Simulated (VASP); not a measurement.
# Ni3Pt (Pm-3m) in VASP: further runs, part 2 of 2

VASP 6.6.1.

## (3) Single point, LDA (volume scaled by 1.12)

Contents of INCAR:

```
  PREC = Accurate
  ENCUT = 520
  EDIFF = 1E-7
  ISMEAR = -1
  SIGMA = 0.05
  LREAL = F
  LASPH = T
  NELM = 80
  ALGO = Normal
  ISIF = 2
  LWAVE = F
  LCHARG = T
  LELF = T
  LVHAR = T
  NBANDS = 28
```

Contents of KPOINTS:

```
Automatic mesh
0
Gamma
  9 9 9
```

Contents of POSCAR:

```
Ni3Pt
1.0
    3.7641083358      0.0000000000      0.0000000000
    0.0000000000      3.7641083358      0.0000000000
    0.0000000000      0.0000000000      3.7641083358
Ni Pt
3 1
Direct
    0.5000000000      0.0000000000      0.5000000000
    0.0000000000      0.5000000000      0.5000000000
    0.5000000000      0.5000000000      0.0000000000
    0.0000000000      0.0000000000      0.0000000000
```

Potentials or basis: VASP PAW LDA potentials, release 64 (Ni, Pt).

Started as:

```sh
$ cat potpaw_LDA.64/Ni/POTCAR potpaw_LDA.64/Pt/POTCAR > POTCAR
$ mpirun -np 1 vasp_std > vasp.out
```

OUTCAR:

```text
PREC = Accurate
   ENCUT = 520
   EDIFF = 1E-7
   ISMEAR = -1
   LREAL = F
   LASPH = T
   NELM = 80
   ISIF = 2

 ion  position               nearest neighbor table
   1  0.500  0.000  0.500-   2 2.66   3 2.66   4 2.66   3 2.66   4 2.66   2 2.66   3 2.66   3 2.66
                             2 2.66   4 2.66   4 2.66   2 2.66
   2  0.000  0.500  0.500-   1 2.66   3 2.66   4 2.66   3 2.66   4 2.66   1 2.66   4 2.66   4 2.66
                             1 2.66   3 2.66   3 2.66   1 2.66
   3  0.500  0.500  0.000-   1 2.66   2 2.66   4 2.66   1 2.66   2 2.66   1 2.66   4 2.66   1 2.66
                             2 2.66   4 2.66   2 2.66   4 2.66
   4  0.000  0.000  0.000-   1 2.66   2 2.66   3 2.66   1 2.66   2 2.66   2 2.66   3 2.66   2 2.66
                             1 2.66   3 2.66   1 2.66   3 2.66

  LATTYP: Found a simple cubic cell.
 ALAT       =     3.7641083358

  Lattice vectors:

 A1 = (   3.7641083358,   0.0000000000,   0.0000000000)
 A2 = (   0.0000000000,   3.7641083358,   0.0000000000)
 A3 = (   0.0000000000,   0.0000000000,   3.7641083358)

Analysis of symmetry for initial positions (statically):
=====================================================================
 Subroutine PRICEL returns:
 Original cell was already a primitive cell.

 Routine SETGRP: Setting up the symmetry group for a
 simple cubic supercell.

 Subroutine GETGRP returns: Found 48 space group operations
 (whereof 48 operations were pure point group operations)
 out of a pool of 48 trial point group operations.

The static configuration has the point symmetry O_h .

Analysis of symmetry for dynamics (positions and initial velocities):
=====================================================================
 Subroutine PRICEL returns:
 Original cell was already a primitive cell.

 Routine SETGRP: Setting up the symmetry group for a
 simple cubic supercell.

 Subroutine GETGRP returns: Found 48 space group operations
 (whereof 48 operations were pure point group operations)
 out of a pool of 48 trial point group operations.

The dynamic configuration has the point symmetry O_h .

 Subroutine INISYM returns: Found 48 space group operations
 (whereof 48 operations are pure point group operations),
 and found     1 'primitive' translations

----------------------------------------------------------------------------------------

                                     Primitive cell

  volume of cell :      53.3318

  direct lattice vectors                    reciprocal lattice vectors
     3.764108336  0.000000000  0.000000000     0.265667168  0.000000000  0.000000000
     0.000000000  3.764108336  0.000000000     0.000000000  0.265667168  0.000000000
     0.000000000  0.000000000  3.764108336     0.000000000  0.000000000  0.265667168

  length of vectors
     3.764108336  3.764108336  3.764108336     0.265667168  0.265667168  0.265667168

  position of ions in fractional coordinates (direct lattice)
     0.500000000  0.000000000  0.500000000
     0.000000000  0.500000000  0.500000000
     0.500000000  0.500000000  0.000000000
     0.000000000  0.000000000  0.000000000

  ion indices of the primitive-cell ions
   primitive index   ion index
                 1           1
                 2           2
                 3           3
                 4           4

[... 23 lines left out ...]

 Found     35 irreducible k-points:

 Following reciprocal coordinates:
            Coordinates               Weight
  0.000000  0.000000  0.000000      1.000000
  0.111111  0.000000  0.000000      6.000000
  0.222222  0.000000  0.000000      6.000000
  0.333333  0.000000  0.000000      6.000000
  0.444444  0.000000  0.000000      6.000000
  0.111111  0.111111  0.000000     12.000000
[... 16 lines left out ...]
  0.333333  0.333333  0.111111     24.000000
  0.444444  0.333333  0.111111     48.000000
 [... further k-points ...]
   k-points           NKPTS =     35   k-points in BZ     NKDIM =     35   number of bands    NBANDS=     28
   number of dos      NEDOS =    301   number of ions     NIONS =      4
   total plane-waves  NPLWV =  21952
   dimension x,y,z NGX =    28 NGY =   28 NGZ =   28
   dimension x,y,z NGXF=    56 NGYF=   56 NGZF=   56
   ions per type =               3   1
   NGX,Y,Z   is equivalent  to a cutoff of  12.37, 12.37, 12.37 a.u.
   NGXF,Y,Z  is equivalent  to a cutoff of  24.73, 24.73, 24.73 a.u.
 SYSTEM =  unknown system
   PREC   = accura    normal or accurate (medium, high low for compatibility)
   ISTART =      0    job   : 0-new  1-cont  2-samecut
   ICHARG =      2    charge: 1-file 2-atom 10-const
   ISPIN  =      1    spin polarized calculation?
   LNONCOLLINEAR =      F non collinear calculations
   LSORBIT =      F    spin-orbit coupling
   LASPH  =      T    aspherical Exc in radial PAW
   ENCUT  =  520.0 eV  38.22 Ry    6.18 a.u.   7.00  7.00  7.00*2*pi/ulx,y,z
   NELM   =     80;   NELMIN=  2; NELMDL= -5     # of ELM steps
   EDIFF  = 0.1E-06   stopping-criterion for ELM
   LREAL  =      F    real-space projection
   EDIFFG = 0.1E-05   stopping-criterion for IOM
   NSW    =      0    number of steps for IOM
   IBRION =     -1    ionic relax: 0-MD 1-quasi-New 2-CG
   NFREE  =      0    steps in history (QN), initial steepest desc. (CG)
   ISIF   =      2    stress and relaxation
   ISYM   =      2    0-nonsym 1-usesym 2-fastsym
   POTIM  = 0.5000    time-step for ionic-motion
   TEBEG  =    0.0;   TEEND  =   0.0 temperature during run
   PSTRESS=    0.0 pullay stress
   NELECT =      40.0000    total number of electrons
   NUPDOWN=      -1.0000    fix difference up-down
   EMIN   =  10.00;   EMAX   =-10.00  energy-range for DOS
   EFERMI =   0.00;   METHOD = LEGACY
   ISMEAR =    -1;   SIGMA  =   0.05  broadening in eV -4-tet -1-fermi 0-gaus
   EFERMI_NEDOS =   21; number of points for ismear=-14 and -15
   IALGO  =     38    algorithm
   IMIX   =      4    mixing-type and parameters
     AMIX     =   0.40;   BMIX     =  1.00
     AMIX_MAG =   1.60;   BMIX_MAG =  1.00
  volume/ion in A,a.u.               =      13.33        89.98
  Fermi-wavevector in a.u.,A,eV,Ry     =   1.487417  2.810810 30.101653  2.212409
  Thomas-Fermi vector in A             =   2.600580
   LORBIT       =      0    0 simple, 1 ext, 2 COOP (PROOUT), +10 PAW based schemes
   GGA     = CA    functional components
   LHFCALC =     F    Hartree Fock is set to
   AEXX    =    0.0000 exact exchange contribution
   IVDW    =     0    specifies the selected vdW correction
   LEPSILON=     F    determine dielectric tensor
   LRPA    =     F    only Hartree local field effects (RPA)
 non-spin polarized calculation
  energy-cutoff  :      520.00
  volume of cell :       53.33
 maximum number of plane-waves:      1448
 NGX is ok and might be reduce to    28
   NGX = 13   NGY = 13   NGZ = 13

 number of electron      39.9999960 magnetization

 Free energy of the ion-electron system (eV)
  ---------------------------------------------------
  ext. energy  EPLUGINS =         0.00000000
  ---------------------------------------------------
  free energy    TOTEN  =       -26.56578056 eV

  energy without entropy =      -26.46523083  energy(sigma->0) =      -26.51550570

 E-fermi :   7.9649     XC(G=0): -12.9822

 val. band max:        7.9575573902   @ k =   0.3333   0.2222   0.1111
 cond. band min:       7.9682463194   @ k =   0.1111   0.0000   0.0000
 fundamental gap:      0.0106889292
 Fermi energy:         7.9648834137

 k-point     1 :       0.0000    0.0000    0.0000
  band No.  band energies     occupation
      1      -0.4889      2.00000
      2       3.0051      2.00000
      3       3.0051      2.00000
      4       3.8736      2.00000
      5       3.8736      2.00000
      6       3.8736      2.00000
[... 733 lines left out ...]
     27      18.4344      0.00000
     28      19.1907      0.00000

 [... further k-points ...]

------------------------ aborting loop because EDIFF is reached ----------------------------------------

  FORCE on cell =-STRESS in cart. coord.  units (eV):
  Direction    XX          YY          ZZ          XY          YZ          ZX
  --------------------------------------------------------------------------------------
  -------------------------------------------------------------------------------------
  Total       -9.8159438     -9.8159438     -9.8159438      0.0000000      0.0000000      0.0000000
  in kB     -294.8874596   -294.8874596   -294.8874596      0.0000000      0.0000000      0.0000000
  external PRESSURE =    -294.8874596 kB  Pullay stress =       0.0000000 kB

 VOLUME and BASIS-vectors are now :
 -----------------------------------------------------------------------------
  energy-cutoff  :      520.00
  volume of cell :       53.33
      direct lattice vectors                 reciprocal lattice vectors
     3.764108336  0.000000000  0.000000000     0.265667168  0.000000000  0.000000000
     0.000000000  3.764108336  0.000000000     0.000000000  0.265667168  0.000000000
     0.000000000  0.000000000  3.764108336     0.000000000  0.000000000  0.265667168

 POSITION                                       TOTAL-FORCE (eV/Angst)
 -----------------------------------------------------------------------------------
      1.88205      0.00000      1.88205         0.000000      0.000000      0.000000
      0.00000      1.88205      1.88205         0.000000      0.000000      0.000000
      1.88205      1.88205      0.00000         0.000000      0.000000      0.000000
      0.00000      0.00000      0.00000         0.000000      0.000000      0.000000
 -----------------------------------------------------------------------------------
    total drift:                                0.000000      0.000000      0.000000

  FREE ENERGIE OF THE ION-ELECTRON SYSTEM (eV)
  ---------------------------------------------------
  free  energy   TOTEN  =       -26.5657805638 eV

  energy  without entropy=      -26.4652308318  energy(sigma->0) =      -26.51550570
```

stdout:

```text
POSCAR found type information on POSCAR NiPt
 POSCAR found :  2 types and       4 ions
 scaLAPACK will be used
 LDA part: xc-table for (Slater(with rela. corr.)+CA(PZ))
 , standard interpolation
 POSCAR, INCAR and KPOINTS ok, starting setup
 FFT: planning ... GRIDC
 FFT: planning ... GRID_SOFT
 FFT: planning ... GRID
 WAVECAR not read
 entering main loop
```

Run time: 49 s. Hardware: 1 thread of Intel Xeon Platinum 8488C (Sapphire Rapids), shared host; peak memory 0.17 GiB.

What came out:

* Free energy: -26.5658 eV
* Pressure: -29.5 GPa
* Band gap on the k mesh: zero (band 20 reaches 8.34 eV, above the bottom of band 21 at 7.78 eV)

Levels at points of the mesh, in eV from the Fermi level:
```
           k point  band 18  band 19  band 20  band 21  band 22  band 23
(0.00, 0.00, 0.00)     0.08     0.37     0.37     0.37     2.37     2.37
```

Caveat: spin-orbit coupling is left out, which moves the levels of the heavy elements.

## (4) Single point, LDA (volume scaled by 1.2)

Contents of INCAR:

```
PREC = Accurate
ENCUT = 520
EDIFF = 1E-7
ISMEAR = -1
SIGMA = 0.05
LREAL = False
LASPH = True
NELM = 60
ALGO = Normal
ISIF = 2
LWAVE = False
LCHARG = False
NBANDS = 28
```

Contents of KPOINTS:

```
regular mesh
0
Gamma
  9 9 9
```

Contents of POSCAR:

```
Ni3Pt
1.0
    3.8516769590      0.0000000000      0.0000000000
    0.0000000000      3.8516769590      0.0000000000
    0.0000000000      0.0000000000      3.8516769590
Ni Pt
3 1
Direct
    0.5000000000      0.0000000000      0.5000000000
    0.0000000000      0.5000000000      0.5000000000
    0.5000000000      0.5000000000      0.0000000000
    0.0000000000      0.0000000000      0.0000000000
```

Started as:

```sh
$ cat potpaw_LDA.64/Ni/POTCAR potpaw_LDA.64/Pt/POTCAR > POTCAR
$ mpirun -np 1 vasp_std > vasp.out
```

Run time: 59 s. Hardware: 1 thread of Intel Xeon Platinum 8488C (Sapphire Rapids), shared host; peak memory 0.18 GiB.

It converged, with:

* Free energy: -25.7955 eV
* Pressure: -34.8 GPa
* Band gap on the k mesh: zero (band 20 reaches 7.35 eV, above the bottom of band 21 at 6.86 eV)

Levels at points of the mesh, in eV from the Fermi level:
```
           k point  band 16  band 17  band 18  band 19  band 20  band 21  band 22  band 23  band 24  band 25
(0.00, 0.00, 0.00)     0.02     0.07     0.07     0.32     0.32     0.32     2.40     2.40     2.40     7.11
```

Caveat: spin-orbit coupling is left out, which moves the levels of the heavy elements.

## (5) Single point, LDA, collinear spin, ferromagnetic start (volume scaled by 0.7)

Contents of INCAR:

```
SYSTEM = Ni3Pt
  PREC = Accurate
  ENCUT = 520
  EDIFF = 1E-6
  ISMEAR = -1
  SIGMA = 0.05
  LREAL = .FALSE.
  LASPH = .TRUE.
  NELM = 150
  ALGO = Normal
  ISIF = 2
  LWAVE = .FALSE.
  LCHARG = .FALSE.
  ISPIN = 2
  MAGMOM = 1.5 1.5 1.5 0.6
  LORBIT = 11
  LMAXMIX = 4
  NBANDS = 32
```

Contents of KPOINTS:

```
regular mesh
0
G
  9 9 9
  0 0 0
```

Contents of POSCAR:

```
Ni3Pt
1.0
    3.2182673574      0.0000000000      0.0000000000
    0.0000000000      3.2182673574      0.0000000000
    0.0000000000      0.0000000000      3.2182673574
Ni Pt
3 1
Direct
    0.5000000000      0.0000000000      0.5000000000
    0.0000000000      0.5000000000      0.5000000000
    0.5000000000      0.5000000000      0.0000000000
    0.0000000000      0.0000000000      0.0000000000
```

Started as:

```sh
$ cat potpaw_LDA.64/Ni/POTCAR potpaw_LDA.64/Pt/POTCAR > POTCAR
$ mpirun -np 1 vasp_std > vasp.out
```

Wall time 43 s (1 thread of Intel Xeon Platinum 8488C (Sapphire Rapids), shared host); peak memory 0.17 GiB.

The run converged. Its results:

| Quantity | Value |
| --- | --- |
| Free energy | -22.8612 eV |
| Pressure | 169.2 GPa |
| Band gap on the k mesh | zero (filled and empty bands overlap) |
| Net moment | 0.00 μB per cell |

Levels at points of the mesh, in eV from the Fermi level:
Spin up:
```tsv
k point	band 18	band 19	band 20	band 21	band 22	band 23
(0.00, 0.00, 0.00)	0.27	1.00	1.00	1.00	2.34	2.34
```
Spin down:
| k point | band 18 | band 19 | band 20 | band 21 | band 22 | band 23 |
| --- | --- | --- | --- | --- | --- | --- |
| (0.00, 0.00, 0.00) | 0.27 | 1.00 | 1.00 | 1.00 | 2.34 | 2.34 |

Caveat: the starting moments collapsed, and a magnetic state may lie lower; spin-orbit coupling is left out, which moves the levels of the heavy elements.

## (6) The runs side by side

| cell | gap on the mesh (eV) | pressure (GPa) |
| --- | --- | --- |
| a = 3.696 Å, 4 atoms | none | -22.8 |
| a = 3.764 Å, 4 atoms | none | -29.5 |
| a = 3.852 Å, 4 atoms | none | -34.8 |

Alike in all rows: task single point; level LDA; potentials or basis VASP PAW LDA potentials, release 64 (Ni, Pt); no spin polarisation; k mesh 9 × 9 × 9; cutoff (eV) 520; smearing fermi-dirac 0.05 eV.

Caveats: spin-orbit coupling is left out, which moves the levels of the heavy elements.

Absolute energies hang on the potentials; compare differences alone.
